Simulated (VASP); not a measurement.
Here is a VASP 6.6.1 calculation.

Contents of INCAR:

```
PREC = Accurate ; ENCUT = 520
EDIFF = 1E-6 ; ISMEAR = 0
SIGMA = 0.1 ; LREAL = F
LASPH = T ; NELM = 60
ALGO = Fast ; ISIF = 2
LWAVE = F ; LCHARG = F
GGA = PE ; NBANDS = 24
```

Contents of KPOINTS:

```
regular mesh
0
Gamma
  18 18 18
```

Contents of POSCAR:

```
Ag
1.0
    1.4678292087      0.8474515887      7.1810788478
   -1.4678292087      0.8474515887      7.1810788478
    0.0000000000     -1.6949031775      7.1810788478
Ag
3
Direct
    0.0000000000      0.0000000000      0.0000000000
    0.7777144795      0.7777144795      0.7777144795
    0.2222855205      0.2222855205      0.2222855205
```

Potentials or basis: VASP PAW PBE potentials, release 64 (Ag).

Run with:

```console
$ cat potpaw_PBE.64/Ag/POTCAR > POTCAR
$ mpirun -np 1 vasp_std > vasp.out
```

Question: Estimate the pressure.

Answer: 0.0 GPa.

Question: What does it give for the band gap on the k mesh?

Answer: Zero (an odd number of electrons rules out a gap without spin polarisation).
